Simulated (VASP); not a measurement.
# Na (P6_3/mmc) in VASP: density of states with PBE

Aim: the density of states of Na with PBE.

Program: VASP 6.6.1. These are calculated values, not measurements. Logs are shortened: lines on timing, memory, paths and dates and some standing lists are left out, and cuts for length are marked.

## 1. The cell of the first run

Symmetry: P6_3/mmc, No. 194, hexagonal system. Conventional cell: a = 3.737 Å, b = 3.737 Å, c = 6.130 Å, α = 90.00°, β = 90.00°, γ = 120.00°. Within 4.9 Å of Na (site symmetry -6m2) lie 12 Na at 3.74 to 3.75 Å.

## 2. Density of states, PBE

Input file POSCAR:

```
Na
1.0
    3.7374447572      0.0000000000      0.0000000000
   -1.8687223786      3.2367221050      0.0000000000
    0.0000000000      0.0000000000      6.1302874478
Na
2
Direct
    0.3333333333      0.6666666667      0.2500000000
    0.6666666667      0.3333333333      0.7500000000
```

Input file INCAR.step1:

```
SYSTEM = Na
PREC = Accurate
ENCUT = 520
EDIFF = 1E-6
ISMEAR = -1
SIGMA = 0.05
LREAL = .False.
LASPH = .True.
NELM = 60
ALGO = Normal
ISIF = 2
LWAVE = .False.
LCHARG = .True.
GGA = PE
NBANDS = 14
```

Input file KPOINTS.step1:

```
Automatic mesh
0
Gamma
  12 12 6
  0 0 0
```

Input file INCAR.step2:

```
SYSTEM = Na
PREC = Accurate
ENCUT = 520
EDIFF = 1E-6
ISMEAR = -5
SIGMA = 0.05
LREAL = .False.
LASPH = .True.
NELM = 60
ALGO = Normal
ISIF = 2
LWAVE = .False.
LCHARG = .False.
GGA = PE
LORBIT = 10
NEDOS = 1001
ICHARG = 11
```

Input file KPOINTS.step2:

```
Automatic mesh
0
Gamma
  18 18 9
  0 0 0
```

Potentials or basis: VASP PAW PBE potentials, release 64 (Na_pv).

Started as:

```console
cat potpaw_PBE.64/Na_pv/POTCAR > POTCAR
cp INCAR.step1 INCAR
cp KPOINTS.step1 KPOINTS
mpirun -np 1 vasp_std > vasp.out
cp INCAR.step2 INCAR
cp KPOINTS.step2 KPOINTS
mpirun -np 1 vasp_std > vasp.out
```

OUTCAR:

```text
SYSTEM = Na
   PREC = Accurate
   ENCUT = 520
   EDIFF = 1E-6
   ISMEAR = -5
   LREAL = .False.
   LASPH = .True.
   NELM = 60
   ISIF = 2
   GGA = PE
   LORBIT = 10
   ICHARG = 11

 ion  position               nearest neighbor table
   1  0.333  0.667  0.250-
   2  0.667  0.333  0.750-

  LATTYP: Found a hexagonal cell.
 ALAT       =     3.7374447572
 C/A-ratio  =     1.6402349322

  Lattice vectors:

 A1 = (   3.7374447572,   0.0000000000,   0.0000000000)
 A2 = (  -1.8687223786,   3.2367221050,   0.0000000000)
 A3 = (   0.0000000000,   0.0000000000,   6.1302874478)

Analysis of symmetry for initial positions (statically):
=====================================================================
 Subroutine PRICEL returns:
 Original cell was already a primitive cell.

 Routine SETGRP: Setting up the symmetry group for a
 hexagonal supercell.

 Subroutine GETGRP returns: Found 24 space group operations
 (whereof 12 operations were pure point group operations)
 out of a pool of 24 trial point group operations.

The static configuration has the point symmetry D_3d.
 The point group associated with its full space group is D_6h.

Analysis of symmetry for dynamics (positions and initial velocities):
=====================================================================
 Subroutine PRICEL returns:
 Original cell was already a primitive cell.

 Routine SETGRP: Setting up the symmetry group for a
 hexagonal supercell.

 Subroutine GETGRP returns: Found 24 space group operations
 (whereof 12 operations were pure point group operations)
 out of a pool of 24 trial point group operations.

The dynamic configuration has the point symmetry D_3d.
 The point group associated with its full space group is D_6h.

 Subroutine INISYM returns: Found 24 space group operations
 (whereof 12 operations are pure point group operations),
 and found     1 'primitive' translations

----------------------------------------------------------------------------------------

                                     Primitive cell

  volume of cell :      74.1585

  direct lattice vectors                    reciprocal lattice vectors
     3.737444757  0.000000000  0.000000000     0.267562483  0.154477272  0.000000000
    -1.868722379  3.236722105  0.000000000     0.000000000  0.308954543  0.000000000
     0.000000000  0.000000000  6.130287448     0.000000000  0.000000000  0.163124488

  length of vectors
     3.737444757  3.737444757  6.130287448     0.308954543  0.308954543  0.163124488

  position of ions in fractional coordinates (direct lattice)
     0.333333333  0.666666667  0.250000000
[... 93 lines left out ...]
   EMIN   =  10.00;   EMAX   =-10.00  energy-range for DOS
   EFERMI =   0.00;   METHOD = LEGACY
   ISMEAR =    -5;   SIGMA  =   0.05  broadening in eV -4-tet -1-fermi 0-gaus
   EFERMI_NEDOS =   21; number of points for ismear=-14 and -15
   IALGO  =     38    algorithm
   IMIX   =      4    mixing-type and parameters
     AMIX     =   0.40;   BMIX     =  1.00
     AMIX_MAG =   1.60;   BMIX_MAG =  1.00
  volume/ion in A,a.u.               =      37.08       250.22
  Fermi-wavevector in a.u.,A,eV,Ry     =   0.939140  1.774718 12.000129  0.881985
  Thomas-Fermi vector in A             =   2.066423
   LORBIT       =     10    0 simple, 1 ext, 2 COOP (PROOUT), +10 PAW based schemes
   GGA     = PE    functional components
   LHFCALC =     F    Hartree Fock is set to
   AEXX    =    0.0000 exact exchange contribution
   IVDW    =     0    specifies the selected vdW correction
   LEPSILON=     F    determine dielectric tensor
   LRPA    =     F    only Hartree local field effects (RPA)
 non-spin polarized calculation
 Fermi weights with tetrahedron method with Bloechl corrections
  energy-cutoff  :      520.00
  volume of cell :       74.16
 maximum number of plane-waves:      2015
 NGX is ok and might be reduce to    28

 number of electron      14.0000003 magnetization

 Free energy of the ion-electron system (eV)
  ---------------------------------------------------
  ext. energy  EPLUGINS =         0.00000000
  ---------------------------------------------------
  free energy    TOTEN  =        -2.62355947 eV

  energy without entropy =       -2.62355947  energy(sigma->0) =       -2.62355947

 E-fermi :   0.3493     XC(G=0):  -6.5010

 val. band max:        0.3707760507   @ k =   0.3889   0.0556   0.4444
 cond. band min:       0.3358455059   @ k =   0.4444   0.0000   0.3333
 fundamental gap:     -0.0349305448
 Fermi energy:         0.3492747778

 k-point     1 :       0.0000    0.0000    0.0000
  band No.  band energies     occupation
      1     -24.6027      2.00000
      2     -24.5733      2.00000
      3     -24.5733      2.00000
      4     -24.5686      2.00000
      5     -24.5686      2.00000
      6     -24.5681      2.00000
      7      -2.9506      2.00000
      8       0.8631     -0.25936
      9       1.2613      0.00000
     10      10.3433      0.00000
     11      10.3476      0.00000
[... 309 lines left out ...]
 k-point    24 :       0.3889    0.1111    0.0000
  band No.  band energies     occupation
      1     -24.5987      2.00000
      2     -24.5937      2.00000
      3     -24.5874      2.00000
      4     -24.5828      2.00000
      5     -24.5761      2.00000
      6     -24.5755      2.00000
      7       0.0340      1.95504
      8       1.5639      0.00000
      9       3.6081      0.00000
     10       4.1556      0.00000
     11       5.0975      0.00000

 [... further k-points ...]
[... 5 lines left out ...]
  --------------------------------------------------------------------------------------
  -------------------------------------------------------------------------------------
  Total        0.0062878      0.0062878     -0.0319735      0.0000000      0.0000000      0.0000000
  in kB        0.1358467      0.1358467     -0.6907808      0.0000000      0.0000000      0.0000000
  external PRESSURE =      -0.1396958 kB  Pullay stress =       0.0000000 kB

 VOLUME and BASIS-vectors are now :
 -----------------------------------------------------------------------------
  energy-cutoff  :      520.00
  volume of cell :       74.16
      direct lattice vectors                 reciprocal lattice vectors
     3.737444757  0.000000000  0.000000000     0.267562483  0.154477272  0.000000000
    -1.868722379  3.236722105  0.000000000     0.000000000  0.308954543  0.000000000
     0.000000000  0.000000000  6.130287448     0.000000000  0.000000000  0.163124488

 POSITION                                       TOTAL-FORCE (eV/Angst)
 -----------------------------------------------------------------------------------
     -0.00000      2.15781      1.53257        -0.000000      0.000000      0.000000
      1.86872      1.07891      4.59772         0.000000     -0.000000     -0.000000
 -----------------------------------------------------------------------------------
    total drift:                               -0.000000      0.000000     -0.000000

  FREE ENERGIE OF THE ION-ELECTRON SYSTEM (eV)
  ---------------------------------------------------
  free  energy   TOTEN  =        -2.6235594666 eV

  energy  without entropy=       -2.6235594666  energy(sigma->0) =       -2.62355947

 total charge

# of ion       s       p       d       tot
------------------------------------------
    1        0.099   5.964   0.000   6.062
    2        0.099   5.964   0.000   6.062
--------------------------------------------------
tot          0.197  11.927   0.000  12.125
```

OUTCAR.step1:

```text
SYSTEM = Na
   PREC = Accurate
   ENCUT = 520
   EDIFF = 1E-6
   ISMEAR = -1
   LREAL = .False.
[... 633 lines left out ...]
     -0.00000      2.15781      1.53257        -0.000000      0.000000      0.000000
      1.86872      1.07891      4.59772         0.000000     -0.000000      0.000000
 -----------------------------------------------------------------------------------
    total drift:                               -0.000000      0.000000      0.000000

  FREE ENERGIE OF THE ION-ELECTRON SYSTEM (eV)
  ---------------------------------------------------
  free  energy   TOTEN  =        -2.6291018855 eV

  energy  without entropy=       -2.6209794157  energy(sigma->0) =       -2.62504065
```

OSZICAR.step1:

```text
N       E                     dE             d eps       ncg     rms          rms(c)
DAV:   1     0.100680602543E+03    0.10068E+03   -0.76038E+03  2128   0.961E+02
DAV:   2     0.135878841520E+01   -0.99322E+02   -0.98284E+02  2182   0.277E+02
DAV:   3    -0.257460382092E+01   -0.39334E+01   -0.39299E+01  2734   0.626E+01
DAV:   4    -0.262929953742E+01   -0.54696E-01   -0.54694E-01  2368   0.801E+00
DAV:   5    -0.263052687221E+01   -0.12273E-02   -0.12273E-02  2704   0.121E+00    0.286E-01
DAV:   6    -0.262971706460E+01    0.80981E-03   -0.10132E-03  2612   0.393E-01    0.192E-01
DAV:   7    -0.262911926308E+01    0.59780E-03   -0.17824E-03  2940   0.457E-01    0.228E-02
DAV:   8    -0.262910205801E+01    0.17205E-04   -0.12667E-04  2788   0.193E-01    0.407E-03
DAV:   9    -0.262910188549E+01    0.17251E-06   -0.24917E-06  2228   0.250E-02
   1 F= -.26291019E+01 E0= -.26250407E+01  d E =-.812247E-02
```

Run time: 1.8 min. Hardware: 1 thread of Intel Xeon Platinum 8488C (Sapphire Rapids), shared host; peak memory 0.26 GiB.

Results:

- Valence electrons inside the program's atomic spheres: Na 6.06

Caveat: tetrahedron occupations give inexact forces and stress in metals.
